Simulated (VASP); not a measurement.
# Ir3O in VASP: relaxation of the atoms with PBE

Aim: the relaxation of the atoms of Ir3O with PBE.

Program: VASP 6.6.1. These are calculated values, not measurements. Logs are shortened: lines on timing, memory, paths and dates and some standing lists are left out, and cuts for length are marked.

## Step 1: The cell of the first run

The cell holds a slab with vacuum, 4 atoms: a = 2.737 Å, b = 2.737 Å, c = 19.188 Å, α = 90.00°, β = 90.00°, γ = 90.00°.

## Step 2: Relaxation of the atoms, PBE

Input file INCAR:

```
PREC     = Accurate       # precision mode
ENCUT    = 520            # plane-wave cutoff, eV
EDIFF    = 1E-7           # SCF threshold, eV
ISMEAR   = 0              # smearing method
SIGMA    = 0.1            # smearing width, eV
LREAL    = F              # projectors in reciprocal space
LASPH    = T              # aspherical terms in the spheres
NELM     = 80             # most SCF steps
ALGO     = Normal         # electronic algorithm
ISIF     = 2              # what is computed and relaxed
LWAVE    = F              # write WAVECAR
LCHARG   = F              # write CHGCAR
LDIPOL   = T            
IDIPOL   = 3            
DIPOL    = 0.5 0.5 0.356
GGA      = PE             # functional
IBRION   = 2              # ionic algorithm
NSW      = 36             # ionic steps
EDIFFG   = -0.025         # ionic threshold
```

Input file KPOINTS:

```
regular mesh
0
Gamma
  10 10 1
```

Input file POSCAR:

```
Ir3O
1.0
    2.7367600872      0.0000000000      0.0000000000
    0.0000000000      2.7367600872      0.0000000000
    0.0000000000      0.0000000000     19.1883373425
Ir O
3 1
Selective dynamics
Direct
    0.5000000000      0.5000000000      0.2084599582  F F F
    0.0000000000      0.0000000000      0.3045662601  F F F
    0.5000000000      0.5000000000      0.4006776202  F F F
    0.5000000000      0.5000000000      0.5090767985  F F T
```

Potentials or basis: VASP PAW PBE potentials, release 64 (Ir, O).

Command:

```
cat potpaw_PBE.64/Ir/POTCAR potpaw_PBE.64/O/POTCAR > POTCAR
mpirun -np 1 vasp_std > vasp.out
```

OUTCAR:

```text
PREC = Accurate
   ENCUT = 520
   EDIFF = 1E-7
   ISMEAR = 0
   LREAL = F
   LASPH = T
   NELM = 80
   ISIF = 2
   GGA = PE
   IBRION = 2
   NSW = 36
   EDIFFG = -0.025

 ion  position               nearest neighbor table
   1  0.500  0.500  0.208-   2 2.67   2 2.67   2 2.67   2 2.67
   2  0.000  0.000  0.305-   1 2.67   1 2.67   1 2.67   1 2.67   3 2.67   3 2.67   3 2.67   3 2.67

   3  0.500  0.500  0.401-   4 2.08   2 2.67   2 2.67   2 2.67   2 2.67
   4  0.500  0.500  0.509-   3 2.08

  LATTYP: Found a simple tetragonal cell.
 ALAT       =     2.7367600872
 C/A-ratio  =     7.0113333764

  Lattice vectors:

 A1 = (   2.7367600872,   0.0000000000,   0.0000000000)
 A2 = (   0.0000000000,   2.7367600872,   0.0000000000)
 A3 = (   0.0000000000,   0.0000000000,  19.1883373425)

Analysis of symmetry for initial positions (statically):
=====================================================================
 Subroutine PRICEL returns:
 Original cell was already a primitive cell.

 Routine SETGRP: Setting up the symmetry group for a
 simple tetragonal supercell.

 Subroutine GETGRP returns: Found  8 space group operations
 (whereof  8 operations were pure point group operations)
 out of a pool of 16 trial point group operations.

The static configuration has the point symmetry C_4v.

Analysis of symmetry for dynamics (positions and initial velocities):
=====================================================================
 Subroutine PRICEL returns:
 Original cell was already a primitive cell.

 Routine SETGRP: Setting up the symmetry group for a
 simple tetragonal supercell.

 Subroutine GETGRP returns: Found  8 space group operations
 (whereof  8 operations were pure point group operations)
 out of a pool of 16 trial point group operations.

The dynamic configuration has the point symmetry C_4v.

Analysis of constrained symmetry for selective dynamics:
=====================================================================
 Subroutine PRICEL returns:
 Original cell was already a primitive cell.

 Routine SETGRP: Setting up the symmetry group for a
 simple tetragonal supercell.

 Subroutine GETGRP returns: Found  8 space group operations
 (whereof  8 operations were pure point group operations)
 out of a pool of 16 trial point group operations.

The constrained configuration has the point symmetry C_4v.

 Subroutine INISYM returns: Found  8 space group operations
 (whereof  8 operations are pure point group operations),
 and found     1 'primitive' translations

----------------------------------------------------------------------------------------

                                     Primitive cell

  volume of cell :     143.7179

  direct lattice vectors                    reciprocal lattice vectors
     2.736760087  0.000000000  0.000000000     0.365395566  0.000000000  0.000000000
     0.000000000  2.736760087  0.000000000     0.000000000  0.365395566  0.000000000
     0.000000000  0.000000000 19.188337342     0.000000000  0.000000000  0.052114990

  length of vectors
     2.736760087  2.736760087 19.188337342     0.365395566  0.365395566  0.052114990

  position of ions in fractional coordinates (direct lattice)
     0.500000000  0.500000000  0.208459958
     0.000000000  0.000000000  0.304566260
     0.500000000  0.500000000  0.400677620
     0.500000000  0.500000000  0.509076798

  ion indices of the primitive-cell ions
   primitive index   ion index
                 1           1
                 2           2
                 3           3
                 4           4

----------------------------------------------------------------------------------------

 KPOINTS: regular mesh

Automatic generation of k-mesh.
 Grid dimensions read from file:
 generate k-points for:   10   10    1

 Generating k-lattice:

  Cartesian coordinates                     Fractional coordinates (reciprocal lattice)
     0.036539557  0.000000000  0.000000000     0.100000000  0.000000000  0.000000000
     0.000000000  0.036539557  0.000000000     0.000000000  0.100000000  0.000000000
     0.000000000  0.000000000  0.052114990     0.000000000  0.000000000  1.000000000

  Length of vectors
     0.036539557  0.036539557  0.052114990

  Shift w.r.t. Gamma in fractional coordinates (k-lattice)
     0.000000000  0.000000000  0.000000000

 Subroutine IBZKPT returns following result:
 ===========================================

 Found     21 irreducible k-points:

 Following reciprocal coordinates:
            Coordinates               Weight
  0.000000  0.000000  0.000000      1.000000
  0.100000  0.000000  0.000000      4.000000
  0.200000  0.000000  0.000000      4.000000
  0.300000  0.000000  0.000000      4.000000
  0.400000  0.000000  0.000000      4.000000
  0.500000  0.000000  0.000000      2.000000
[... 13 lines left out ...]
  0.500000  0.400000  0.000000      4.000000
  0.500000  0.500000  0.000000      1.000000
   k-points           NKPTS =     21   k-points in BZ     NKDIM =     21   number of bands    NBANDS=     20
   number of dos      NEDOS =    301   number of ions     NIONS =      4
   total plane-waves  NPLWV =  57600
   dimension x,y,z NGX =    20 NGY =   20 NGZ =  144
   dimension x,y,z NGXF=    40 NGYF=   40 NGZF=  288
   ions per type =               3   1
   NGX,Y,Z   is equivalent  to a cutoff of  12.15, 12.15, 12.48 a.u.
   NGXF,Y,Z  is equivalent  to a cutoff of  24.30, 24.30, 24.95 a.u.
 SYSTEM =  unknown system
   PREC   = accura    normal or accurate (medium, high low for compatibility)
   ISTART =      0    job   : 0-new  1-cont  2-samecut
   ICHARG =      2    charge: 1-file 2-atom 10-const
   ISPIN  =      1    spin polarized calculation?
   LNONCOLLINEAR =      F non collinear calculations
   LSORBIT =      F    spin-orbit coupling
   LASPH  =      T    aspherical Exc in radial PAW
   ENCUT  =  520.0 eV  38.22 Ry    6.18 a.u.   5.09  5.09 35.68*2*pi/ulx,y,z
   NELM   =     80;   NELMIN=  2; NELMDL= -5     # of ELM steps
   EDIFF  = 0.1E-06   stopping-criterion for ELM
   LREAL  =      F    real-space projection
   EDIFFG = -.3E-01   stopping-criterion for IOM
   NSW    =     36    number of steps for IOM
   IBRION =      2    ionic relax: 0-MD 1-quasi-New 2-CG
   NFREE  =      1    steps in history (QN), initial steepest desc. (CG)
   ISIF   =      2    stress and relaxation
   ISYM   =      2    0-nonsym 1-usesym 2-fastsym
   POTIM  = 0.5000    time-step for ionic-motion
   TEBEG  =    0.0;   TEEND  =   0.0 temperature during run
   PSTRESS=    0.0 pullay stress
   NELECT =      33.0000    total number of electrons
   NUPDOWN=      -1.0000    fix difference up-down
   EMIN   =  10.00;   EMAX   =-10.00  energy-range for DOS
   EFERMI =   0.00;   METHOD = LEGACY
   ISMEAR =     0;   SIGMA  =   0.10  broadening in eV -4-tet -1-fermi 0-gaus
   EFERMI_NEDOS =   21; number of points for ismear=-14 and -15
   IALGO  =     38    algorithm
   IMIX   =      4    mixing-type and parameters
     AMIX     =   0.40;   BMIX     =  1.00
     AMIX_MAG =   1.60;   BMIX_MAG =  1.00
  volume/ion in A,a.u.               =      35.93       242.46
  Fermi-wavevector in a.u.,A,eV,Ry     =   1.002480  1.894413 13.673405  1.004967
  Thomas-Fermi vector in A             =   2.134970
   LORBIT       =      0    0 simple, 1 ext, 2 COOP (PROOUT), +10 PAW based schemes
   GGA     = PE    functional components
   LHFCALC =     F    Hartree Fock is set to
   AEXX    =    0.0000 exact exchange contribution
   IVDW    =     0    specifies the selected vdW correction
   LEPSILON=     F    determine dielectric tensor
   LRPA    =     F    only Hartree local field effects (RPA)
 conjugate gradient relaxation of ions
 non-spin polarized calculation
 Gauss-broadening in eV      SIGMA  =   0.10
  energy-cutoff  :      520.00
  volume of cell :      143.72
 maximum number of plane-waves:      3910
   NGX = 11   NGY = 11   NGZ = 71

--------------------------------------- Ionic step        1  -------------------------------------------

 number of electron      32.9999994 magnetization

 Free energy of the ion-electron system (eV)
  ---------------------------------------------------
  ext. energy  EPLUGINS =         0.00000000
  ---------------------------------------------------
  free energy    TOTEN  =       -28.64827169 eV

  energy without entropy =      -28.61808763  energy(sigma->0) =      -28.63317966

------------------------ aborting loop because EDIFF is reached ----------------------------------------

  FORCE on cell =-STRESS in cart. coord.  units (eV):
  Direction    XX          YY          ZZ          XY          YZ          ZX
  --------------------------------------------------------------------------------------
  -------------------------------------------------------------------------------------
  Total       -1.7069913     -1.7069913     -7.1514489      0.0000000     -0.0000000      0.0000000
  in kB      -19.0296629    -19.0296629    -79.7248699      0.0000000     -0.0000000      0.0000000
  external PRESSURE =     -39.2613986 kB  Pullay stress =       0.0000000 kB
[... 57 lines left out ...]
  FREE ENERGIE OF THE ION-ELECTRON SYSTEM (eV)
  ---------------------------------------------------
  free  energy   TOTEN  =       -29.5298156768 eV

  energy  without entropy=      -29.5009012063  energy(sigma->0) =      -29.51535844

 dipolmoment           0.000000      0.000000     -0.004150 electrons x Angstroem

--------------------------------------- Ionic step        3  -------------------------------------------

 number of electron      32.9999995 magnetization

------------------------ aborting loop because EDIFF is reached ----------------------------------------
[... 185 lines left out ...]
--------------------------------------- Ionic step        8  -------------------------------------------

 number of electron      32.9999993 magnetization

 dipolmoment           0.000000      0.000000      0.098328 electrons x Angstroem

 Free energy of the ion-electron system (eV)
  ---------------------------------------------------
  ext. energy  EPLUGINS =         0.00000000
  ---------------------------------------------------
  free energy    TOTEN  =       -29.69665348 eV

  energy without entropy =      -29.66540418  energy(sigma->0) =      -29.68102883

 E-fermi :  -1.2192     XC(G=0):  -5.7348

 val. band max:       -1.2375644256   @ k =   0.4000   0.1000   0.0000
 cond. band min:      -1.2187394825   @ k =   0.4000   0.0000   0.0000
 fundamental gap:      0.0188249431
 Fermi energy:        -1.2191902798

 k-point     1 :       0.0000    0.0000    0.0000
  band No.  band energies     occupation
      1     -19.8191      2.00000
      2     -11.1131      2.00000
      3      -8.8117      2.00000
      4      -8.1473      2.00000
      5      -8.1013      2.00000
      6      -6.4578      2.00000
[... 472 lines left out ...]
     19       1.7328      0.00000
     20       2.9859      0.00000

------------------------ aborting loop because EDIFF is reached ----------------------------------------

 vacuum level on the upper side and lower side of the slab       (xc-potential included)         1.141        -1.163

  FORCE on cell =-STRESS in cart. coord.  units (eV):
  Direction    XX          YY          ZZ          XY          YZ          ZX
  --------------------------------------------------------------------------------------
  -------------------------------------------------------------------------------------
  Total        0.1300419      0.1300419      3.4900999      0.0000000      0.0000000      0.0000000
  in kB        1.4497169      1.4497169     38.9078860      0.0000000      0.0000000      0.0000000
  external PRESSURE =      13.9357733 kB  Pullay stress =       0.0000000 kB
[... 19 lines left out ...]
  FREE ENERGIE OF THE ION-ELECTRON SYSTEM (eV)
  ---------------------------------------------------
  free  energy   TOTEN  =       -29.6966534838 eV

  energy  without entropy=      -29.6654041844  energy(sigma->0) =      -29.68102883

 reached required accuracy - stopping structural energy minimisation

 vacuum level on the upper side and lower side of the slab         6.616         4.277
```

It took 9.7 min on 1 thread of Intel Xeon Platinum 8259CL at 2.50GHz (Skylake/Cascade Lake), shared host; peak memory 0.27 GiB.

Results:

- Free energy: -29.6967 eV
- Energy gained by relaxing: 262.1 meV/atom
- Ionic steps: 8
- Band gap on the k mesh: zero (an odd number of electrons rules out a gap without spin polarisation)

The path:
```tsv
step	energy change (eV)	largest force on free atoms (eV/Å)	pressure (GPa)
1	0.0000	4.4949	-3.93
2	-0.8815	2.9204	-1.20
3	-1.0358	1.0467	2.21
4	-1.0469	0.3336	1.12
5	-1.0484	0.0253	1.37
6	-1.0477	0.2290	1.57
7	-1.0476	0.2467	1.19
8	-1.0484	0.0021	1.39
```

Final structure:
```
Ir O
1.0
     2.73676    0.00000    0.00000
     0.00000    2.73676    0.00000
     0.00000    0.00000   19.18834
Ir O
3 1
Direct
  0.50000 0.50000 0.20846
  0.00000 0.00000 0.30457
  0.50000 0.50000 0.40068
  0.50000 0.50000 0.49244
```

Caveat: spin-orbit coupling is left out, which moves the levels of the heavy elements; an odd number of electrons without spin polarisation forces a metal; a magnetic or distorted state may lie lower.
